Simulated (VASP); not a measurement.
# TaAl7N8 (P1) in VASP: single point with PBEsol+U

Aim: the single point of TaAl7N8 with PBEsol+U.

All numbers are computed with VASP 6.6.1; they aren't measurements. Logs are shortened: lines on timing, memory, paths and dates and some standing lists are left out, and cuts for length are marked.

## (1) The cell of the first run

The typed cell holds 16 atoms: a = 6.220 Å, b = 6.220 Å, c = 4.980 Å, α = 90.00°, β = 90.00°, γ = 120.00°.

## (2) Single point, PBEsol+U

INCAR reads:

```
  PREC = Accurate
  ENCUT = 520
  EDIFF = 1E-6
  ISMEAR = 0
  SIGMA = 0.05
  LREAL = Auto
  LASPH = T
  NELM = 150
  ALGO = Normal
  ISIF = 2
  LWAVE = F
  LCHARG = F
  LMAXMIX = 4
  LDAU = T
  LDAUTYPE = 2
  LDAUL = 2 -1 -1
  LDAUU = 2 0 0
  LDAUJ = 0 0 0
  LDAUPRINT = 1
  GGA = PS
  NBANDS = 50
```

KPOINTS reads:

```
regular mesh
0
Gamma
  3 3 4
```

POSCAR reads:

```
TaAl7N8
1.0
    6.2200009000      0.0000000000      0.0000000000
   -3.1100004000      5.3866788000      0.0000000000
    0.0000000000      0.0000000000      4.9800000000
Ta Al N
1 7 8
Direct
    0.3330903112      0.1664206200      0.9651824420
    0.3339891905      0.6668140602      0.0064893649
    0.8327069716      0.1654863856      0.0065039941
    0.8326607707      0.6668549016      0.0066238214
    0.1630942484      0.3364531099      0.4962215555
    0.1630579567      0.8260375870      0.4965067972
    0.6736226571      0.3365613990      0.4966037010
    0.6664875913      0.8330180303      0.5023796567
    0.3333535176      0.1663324130      0.4342792640
    0.3355446620      0.6675318520      0.3815086866
    0.8320094721      0.1639878084      0.3815237373
    0.8320272058      0.6675507999      0.3816338074
    0.1516853279      0.3478192094      0.8743607140
    0.1516839901      0.8036104704      0.8746884052
    0.6959129155      0.3478067664      0.8748041424
    0.6664080217      0.8330334660      0.8826825322
```

Potentials or basis: VASP PAW PBE potentials, release 64 (Ta_pv, Al, N).

The run is started by

```
> cat potpaw_PBE.64/Ta_pv/POTCAR potpaw_PBE.64/Al/POTCAR potpaw_PBE.64/N/POTCAR > POTCAR
> mpirun -np 1 vasp_std > vasp.out
```

OUTCAR:

```text
PREC = Accurate
   ENCUT = 520
   EDIFF = 1E-6
   ISMEAR = 0
   LREAL = Auto
   LASPH = T
   NELM = 150
   ISIF = 2
   GGA = PS

 ion  position               nearest neighbor table
   1  0.333  0.166  0.965-  15 2.01  14 2.01  13 2.01   9 2.34   9 2.64   5 2.97   6 2.97   7 2.97
                             3 3.12   2 3.12   4 3.12   4 3.12   2 3.12   3 3.12   5 3.22   6 3.22
   2  0.334  0.667  0.006-  14 1.85  13 1.85  10 1.87  16 1.89   5 3.02   6 3.02   8 3.05   8 3.08
                             6 3.10   4 3.10   3 3.10   5 3.10   1 3.12   1 3.12   3 3.12   4 3.12
   3  0.833  0.165  0.007-  15 1.85  13 1.85  11 1.87  16 1.89   5 3.02   7 3.02   8 3.05   8 3.08
                             7 3.10   4 3.10   2 3.10   5 3.10   1 3.12   1 3.12   2 3.12   4 3.12
   4  0.833  0.667  0.007-  15 1.85  14 1.85  12 1.87  16 1.89   6 3.02   7 3.02   8 3.05   8 3.08
                             7 3.10   3 3.10   2 3.10   6 3.10   1 3.12   1 3.12   2 3.12   3 3.12
   5  0.163  0.336  0.496-   9 1.86  10 1.87  11 1.87  13 1.89   1 2.97   2 3.02   3 3.02   7 3.04
                             6 3.05   2 3.10   3 3.10   8 3.11   8 3.11   6 3.17   7 3.18   1 3.22
   6  0.163  0.826  0.497-   9 1.86  10 1.87  12 1.87  14 1.89   1 2.97   2 3.02   4 3.02   7 3.04
                             5 3.05   2 3.10   4 3.10   8 3.11   8 3.11   5 3.17   7 3.18   1 3.22
   7  0.674  0.337  0.497-   9 1.86  12 1.87  11 1.87  15 1.89   1 2.97   4 3.02   3 3.02   6 3.04
                             5 3.04   3 3.10   4 3.10   8 3.11   8 3.11   5 3.18   6 3.18   1 3.22
   8  0.666  0.833  0.502-  10 1.88  11 1.88  12 1.88  16 1.89   4 3.05   3 3.05   2 3.05   3 3.08
                             2 3.08   4 3.08   6 3.11   7 3.11   5 3.11   5 3.11   7 3.11   6 3.11
   9  0.333  0.166  0.434-   7 1.86   6 1.86   5 1.86   1 2.34   1 2.64
  10  0.336  0.668  0.382-   2 1.87   5 1.87   6 1.87   8 1.88
  11  0.832  0.164  0.382-   3 1.87   7 1.87   5 1.87   8 1.88
  12  0.832  0.668  0.382-   4 1.87   7 1.87   6 1.87   8 1.88
  13  0.152  0.348  0.874-   3 1.85   2 1.85   5 1.89   1 2.01
  14  0.152  0.804  0.875-   4 1.85   2 1.85   6 1.89   1 2.01
  15  0.696  0.348  0.875-   4 1.85   3 1.85   7 1.89   1 2.01
  16  0.666  0.833  0.883-   2 1.89   8 1.89   3 1.89   4 1.89

  LATTYP: Found a hexagonal cell.
 ALAT       =     6.2200009000
 C/A-ratio  =     0.8006429710

  Lattice vectors:

 A1 = (   6.2200009000,   0.0000000000,   0.0000000000)
 A2 = (  -3.1100004000,   5.3866788000,   0.0000000000)
 A3 = (   0.0000000000,   0.0000000000,   4.9800000000)

Analysis of symmetry for initial positions (statically):
=====================================================================
 Subroutine PRICEL returns:
 Original cell was already a primitive cell.

 Routine SETGRP: Setting up the symmetry group for a
 hexagonal supercell.

 Subroutine GETGRP returns: Found  1 space group operations
 (whereof  1 operations were pure point group operations)
 out of a pool of 24 trial point group operations.

The static configuration has the point symmetry C_1 .

Analysis of symmetry for dynamics (positions and initial velocities):
=====================================================================
 Subroutine PRICEL returns:
 Original cell was already a primitive cell.

 Routine SETGRP: Setting up the symmetry group for a
 hexagonal supercell.

 Subroutine GETGRP returns: Found  1 space group operations
 (whereof  1 operations were pure point group operations)
 out of a pool of 24 trial point group operations.

The dynamic configuration has the point symmetry C_1 .

 Subroutine INISYM returns: Found  1 space group operations
 (whereof  1 operations are pure point group operations),
 and found     1 'primitive' translations

----------------------------------------------------------------------------------------

                                     Primitive cell

  volume of cell :     166.8556

  direct lattice vectors                    reciprocal lattice vectors
[... 111 lines left out ...]
   EDIFFG = 0.1E-04   stopping-criterion for IOM
   NSW    =      0    number of steps for IOM
   IBRION =     -1    ionic relax: 0-MD 1-quasi-New 2-CG
   NFREE  =      0    steps in history (QN), initial steepest desc. (CG)
   ISIF   =      2    stress and relaxation
   ISYM   =      2    0-nonsym 1-usesym 2-fastsym
   POTIM  = 0.5000    time-step for ionic-motion
   TEBEG  =    0.0;   TEEND  =   0.0 temperature during run
   PSTRESS=    0.0 pullay stress
   NELECT =      72.0000    total number of electrons
   NUPDOWN=      -1.0000    fix difference up-down
   EMIN   =  10.00;   EMAX   =-10.00  energy-range for DOS
   EFERMI =   0.00;   METHOD = LEGACY
   ISMEAR =     0;   SIGMA  =   0.05  broadening in eV -4-tet -1-fermi 0-gaus
   EFERMI_NEDOS =   21; number of points for ismear=-14 and -15
   IALGO  =     38    algorithm
   IMIX   =      4    mixing-type and parameters
     AMIX     =   0.40;   BMIX     =  1.00
     AMIX_MAG =   1.60;   BMIX_MAG =  1.00
  volume/ion in A,a.u.               =      10.43        70.37
  Fermi-wavevector in a.u.,A,eV,Ry     =   1.237102  2.337783 20.822634  1.530420
  Thomas-Fermi vector in A             =   2.371683
   LORBIT       =      0    0 simple, 1 ext, 2 COOP (PROOUT), +10 PAW based schemes
 LDA+U is selected, type is set to LDAUTYPE =  2
   angular momentum for each species LDAUL =     2   -1   -1
   U (eV)           for each species LDAUU =   2.0  0.0  0.0
   J (eV)           for each species LDAUJ =   0.0  0.0  0.0
   GGA     = PS    functional components
   LHFCALC =     F    Hartree Fock is set to
   AEXX    =    0.0000 exact exchange contribution
   IVDW    =     0    specifies the selected vdW correction
   LEPSILON=     F    determine dielectric tensor
   LRPA    =     F    only Hartree local field effects (RPA)
 non-spin polarized calculation
 Gauss-broadening in eV      SIGMA  =   0.05
  energy-cutoff  :      520.00
  volume of cell :      166.86
 maximum number of plane-waves:      4554
 NGX is ok and might be reduce to    48
   NGX = 23   NGY = 23   NGZ = 19

atom =   1  type =  1  l = 2

 onsite density matrix

spin component  1

  0.2217 -0.0001 -0.0001 -0.0274  0.0000
 -0.0001  0.3096  0.0001 -0.0002 -0.0275
 -0.0001  0.0001  0.1811 -0.0002  0.0000
 -0.0274 -0.0002 -0.0002  0.3097 -0.0001
  0.0000 -0.0275  0.0000 -0.0001  0.2217

spin component  2

  0.2217 -0.0001 -0.0001 -0.0274  0.0000
 -0.0001  0.3096  0.0001 -0.0002 -0.0275
 -0.0001  0.0001  0.1811 -0.0002  0.0000
 -0.0274 -0.0002 -0.0002  0.3097 -0.0001
  0.0000 -0.0275  0.0000 -0.0001  0.2217

 occupancies and eigenvectors

  o =  0.1811  v =  0.0048 -0.0007  1.0000  0.0027 -0.0013  0.0000  0.0000  0.0000  0.0000  0.0000      0.0000  0.0000  0.0000  0.0000  0.0000  0.0000  0.0000  0.0000  0.0000  0.0000
  o =  0.1811  v =  0.0000  0.0000  0.0000  0.0000  0.0000  0.0048 -0.0007  1.0000  0.0027 -0.0013      0.0000  0.0000  0.0000  0.0000  0.0000  0.0000  0.0000  0.0000  0.0000  0.0000
  o =  0.2138  v = -0.6687 -0.1991  0.0027 -0.1924 -0.6900  0.0000  0.0000  0.0000  0.0000  0.0000      0.0000  0.0000  0.0000  0.0000  0.0000  0.0000  0.0000  0.0000  0.0000  0.0000
  o =  0.2138  v =  0.0000  0.0000  0.0000  0.0000  0.0000 -0.6687 -0.1991  0.0027 -0.1924 -0.6900      0.0000  0.0000  0.0000  0.0000  0.0000  0.0000  0.0000  0.0000  0.0000  0.0000
  o =  0.2139  v =  0.0000  0.0000  0.0000  0.0000  0.0000  0.6908 -0.1908 -0.0048  0.1963 -0.6692      0.0000  0.0000  0.0000  0.0000  0.0000  0.0000  0.0000  0.0000  0.0000  0.0000
  o =  0.2139  v =  0.6908 -0.1908 -0.0048  0.1963 -0.6692  0.0000  0.0000  0.0000  0.0000  0.0000      0.0000  0.0000  0.0000  0.0000  0.0000  0.0000  0.0000  0.0000  0.0000  0.0000
  o =  0.3174  v =  0.0000  0.0000  0.0000  0.0000  0.0000  0.1754 -0.7431  0.0006 -0.6093  0.2142      0.0000  0.0000  0.0000  0.0000  0.0000  0.0000  0.0000  0.0000  0.0000  0.0000
  o =  0.3174  v =  0.1754 -0.7431  0.0006 -0.6093  0.2142  0.0000  0.0000  0.0000  0.0000  0.0000      0.0000  0.0000  0.0000  0.0000  0.0000  0.0000  0.0000  0.0000  0.0000  0.0000
  o =  0.3177  v = -0.2116 -0.6098 -0.0012  0.7438  0.1736  0.0000  0.0000  0.0000  0.0000  0.0000      0.0000  0.0000  0.0000  0.0000  0.0000  0.0000  0.0000  0.0000  0.0000  0.0000
  o =  0.3177  v =  0.0000  0.0000  0.0000  0.0000  0.0000 -0.2116 -0.6098 -0.0012  0.7438  0.1736      0.0000  0.0000  0.0000  0.0000  0.0000  0.0000  0.0000  0.0000  0.0000  0.0000

 number of electron      71.9999995 magnetization

 Free energy of the ion-electron system (eV)
  ---------------------------------------------------
  ext. energy  EPLUGINS =         0.00000000
  ---------------------------------------------------
  free energy    TOTEN  =      -127.10714454 eV

  energy without entropy =     -127.10508500  energy(sigma->0) =     -127.10611477

 E-fermi :   9.7087     XC(G=0): -11.4411

 val. band max:        9.6477053443   @ k =   0.0000   0.0000   0.0000
 cond. band min:       9.7460224282   @ k =   0.0000   0.0000   0.0000
 fundamental gap:      0.0983170838
 Fermi energy:         9.7086515484

 k-point     1 :       0.0000    0.0000    0.0000
  band No.  band energies     occupation
      1     -26.8022      2.00000
      2     -26.8014      2.00000
      3     -26.5331      2.00000
      4      -9.2612      2.00000
      5      -7.2759      2.00000
      6      -7.2758      2.00000
[... 958 lines left out ...]
     47      13.8989      0.00000
     48      14.6954      0.00000
 [bands above 48 left out]

------------------------ aborting loop because EDIFF is reached ----------------------------------------

  FORCE on cell =-STRESS in cart. coord.  units (eV):
  Direction    XX          YY          ZZ          XY          YZ          ZX
  --------------------------------------------------------------------------------------
  -------------------------------------------------------------------------------------
  Total       12.7391557     12.7483302      4.5685500      0.0174532     -0.0040185      0.0216096
  in kB      122.3236289    122.4117247     43.8680264      0.1675884     -0.0385861      0.2074992
  external PRESSURE =      96.2011267 kB  Pullay stress =       0.0000000 kB

 VOLUME and BASIS-vectors are now :
 -----------------------------------------------------------------------------
  energy-cutoff  :      520.00
  volume of cell :      166.86
      direct lattice vectors                 reciprocal lattice vectors
     6.220000900  0.000000000  0.000000000     0.160771681  0.092821572  0.000000000
    -3.110000400  5.386678800  0.000000000     0.000000000  0.185643146  0.000000000
     0.000000000  0.000000000  4.980000000     0.000000000  0.000000000  0.200803213

 POSITION                                       TOTAL-FORCE (eV/Angst)
 -----------------------------------------------------------------------------------
      1.55425      0.89645      4.80661        -0.001486      0.002058     -0.285585
      0.00362      3.59191      0.03232         0.150663      0.085060      0.163366
      4.66478      0.89142      0.03239         0.001606     -0.173357      0.163897
      3.10523      3.59213      0.03299        -0.150710      0.088522      0.165349
     -0.03192      1.81236      2.47118        -0.041396      0.023590     -0.001993
     -1.55476      4.44960      2.47260         0.000218     -0.047930     -0.003658
[... 8 lines left out ...]
      3.24690      1.87352      4.35652        -0.108355     -0.064072      0.024075
      1.55432      4.48728      4.39576         0.002399      0.001514     -0.034003
 -----------------------------------------------------------------------------------
    total drift:                                0.003619     -0.000207      0.000837

  FREE ENERGIE OF THE ION-ELECTRON SYSTEM (eV)
  ---------------------------------------------------
  free  energy   TOTEN  =      -127.1071445370 eV

  energy  without entropy=     -127.1050849978  energy(sigma->0) =     -127.10611477
```

Wall time 5.2 min (1 thread of AMD EPYC 7R43 (Zen 3), shared host); peak memory 0.31 GiB.

What came out:

| Property | Result |
| --- | --- |
| Free energy | -127.1071 eV |
| Pressure | 9.6 GPa |
| Largest force | 0.440 eV/Å |
| Band gap on the k mesh | zero (band 36 reaches 9.99 eV, above the bottom of band 37 at 9.62 eV) |

Forces on the atoms (eV/Å):
```
Ta  -0.001  0.002 -0.286
Al   0.151  0.085  0.163
Al   0.002 -0.173  0.164
Al  -0.151  0.089  0.165
Al  -0.041  0.024 -0.002
Al   0.000 -0.048 -0.004
Al   0.039  0.022 -0.003
Al   0.001  0.002  0.046
N   -0.007  0.001 -0.440
N   -0.020 -0.011  0.049
N    0.001  0.022  0.051
N    0.017 -0.009  0.053
N    0.115 -0.067  0.027
N    0.001  0.127  0.025
N   -0.108 -0.064  0.024
N    0.002  0.002 -0.034
```

Levels at points of the mesh, in eV from the Fermi level:
```
           k point  band 32  band 33  band 34  band 35  band 36  band 37  band 38  band 39  band 40  band 41
(0.00, 0.00, 0.00)    -4.62    -4.18    -4.18    -3.93    -0.06    -0.06     0.04     0.68     0.69     0.81
(0.00, 0.00, 0.50)    -4.77    -4.77    -4.37    -4.37     0.09     0.09     0.74     0.74     1.31     1.61
```

Eigenvalues of the final occupation matrices:
| site | spin | trace | eigenvalues |
| --- | --- | --- | --- |
| site 1 d | 1 | 1.24 | 0.18 0.21 0.21 0.32 0.32 |
| site 1 d | 2 | 1.24 | 0.18 0.21 0.21 0.32 0.32 |

Caveat: the k points lie up to 0.39 Å⁻¹ apart; the PAW data sets were made with another functional, which shifts forces and pressure a little; spin-orbit coupling is left out, which moves the levels of the heavy elements; U without spin polarisation on a metal has little footing.
